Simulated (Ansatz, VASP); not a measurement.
# SrCl2 in VASP and in Ansatz

```
Sr Cl
1.0
     0.00000    3.41579    3.48550
     3.41579    0.00000    3.48550
     3.41579    3.41579    0.00000
Sr Cl
1 2
Direct
  0.00000 0.00000 0.00000
  0.25000 0.25000 0.25000
  0.75000 0.75000 0.75000
```

Change from the starting cell: equal xx and yy strain of -2 %.

Alike in both runs: task single point; functional LDA; k mesh 8 × 8 × 8; occupations fermi-dirac, width 0.01 eV; no spin polarisation.

|  | VASP | Ansatz |
| --- | --- | --- |
| version | VASP 6.6.1 | Ansatz 0.2.0 |
| potentials or method | VASP PAW LDA potentials, release 64 (Sr_sv, Cl), cutoff 520 eV | all-electron LAPW, scalar-relativistic |

```tsv
	VASP	Ansatz	Ansatz less VASP
gap on the k mesh at the Fermi level (eV)	4.99	4.98	-0.003
pressure (GPa)	-1.2	-1.4	-0.15
traceless stress, the component that is largest in VASP (GPa)	-0.71	-0.72	-0.005
```

LDA's correlation is that of Perdew and Zunger in VASP and of Perdew and Wang (1992) in Ansatz. Ansatz ran all-electron here, and VASP with PAW potentials.
